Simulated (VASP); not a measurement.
Write the native input for VASP 6.6.1 that does the following.

```yaml
Task: single point
Functional: PBE
Potentials_or_basis: VASP PAW PBE potentials, release 64 (B, N)
Cutoff: 520 eV
k_mesh: 12 × 12 × 12
Occupations: gaussian, width 0.02 eV
Spin: no spin polarisation
Dipole_correction: no
Further_INCAR_settings: ALGO = Normal; EDIFF = 1e-06; NBANDS = 11
```

The structure of BN lies in POSCAR:

```
BN
1.0
    0.0000000000      1.8123376925      1.8123376925
    1.8123376925      0.0000000000      1.8123376925
    1.8123376925      1.8123376925      0.0000000000
B N
1 1
Direct
    0.0000000000      0.0000000000      0.0000000000
    0.2500000000      0.2500000000      0.2500000000
```

The input as run:

INCAR

```
PREC     = Accurate       # precision mode
ENCUT    = 520            # plane-wave cutoff, eV
EDIFF    = 1E-6           # SCF threshold, eV
ISMEAR   = 0              # smearing method
SIGMA    = 0.02           # smearing width, eV
LREAL    = False          # projectors in reciprocal space
LASPH    = True           # aspherical terms in the spheres
NELM     = 60             # most SCF steps
ALGO     = Normal         # electronic algorithm
ISIF     = 2              # what is computed and relaxed
LWAVE    = False          # write WAVECAR
LCHARG   = True           # write CHGCAR
GGA      = PE             # functional
LELF     = True           # ELF
LVHAR    = True         
NBANDS   = 11             # bands
```

KPOINTS

```
regular mesh
0
Gamma
  12 12 12
```

Potentials or basis: VASP PAW PBE potentials, release 64 (B, N).

The run is started by

```bash
$ cat potpaw_PBE.64/B/POTCAR potpaw_PBE.64/N/POTCAR > POTCAR
$ mpirun -np 1 vasp_std > vasp.out
```

Results of the run:

The pressure is 0.2 GPa and the band gap on the k mesh is 4.45 eV, indirect (least direct gap 8.78 eV).

It took 3.8 s on 1 thread of Intel(R) Xeon(R) 6975P-C (Granite Rapids), with other jobs on the host, peak memory 0.12 GiB.
